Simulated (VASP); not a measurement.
Here is a VASP 6.6.1 calculation.

The input INCAR:

```
SYSTEM = MoS2
  ALGO = Fast
  EDIFF = 1E-7
  ENCUT = 520
  GGA = PE
  ISIF = 2
  ISMEAR = 0
  IVDW = 12
  LASPH = .True.
  LCHARG = .False.
  LREAL = .False.
  LWAVE = .False.
  NBANDS = 49
  NELM = 60
  PREC = Accurate
  SIGMA = 0.15
```

Contents of KPOINTS:

```
k-points
0
Gamma
  14 14 3
  0 0 0
```

The input POSCAR:

```
MoS2
1.0
   -1.5671157456     -2.7143240927      0.0000000000
    1.5671157456     -2.7143240927      0.0000000000
    0.0000000000     -0.4523873488     18.1649660373
Mo S
3 6
Direct
    0.9317010860      0.9317010860      0.8195869685
    0.3196724578      0.3196724578      0.1639305068
    0.6256867719      0.6256867719      0.4917587377
    0.9516682472      0.9516682472      0.5799810334
    0.2576825613      0.2576825613      0.9078092642
    0.6456539331      0.6456539331      0.2521528025
    0.9936909824      0.9936909824      0.0757082111
    0.2997052965      0.2997052965      0.4035364420
    0.6057196106      0.6057196106      0.7313646728
```

Potentials or basis: VASP PAW PBE potentials, release 64 (Mo_sv, S).

The run is started by

```bash
$ cat potpaw_PBE.64/Mo_sv/POTCAR potpaw_PBE.64/S/POTCAR > POTCAR
$ mpirun -np 1 vasp_std > vasp.out
```

(1) What does it give for the band gap on the k mesh?

(2) Predict the dispersion energy per atom.

(3) Predict the pressure.

Results:

(1) zero (bands 39 and 40 overlap by 0.48 eV).

(2) -0.442 eV.

(3) -0.2 GPa.

Caveat: the cell differs from its parent crystal (the part above a cut slid along it).
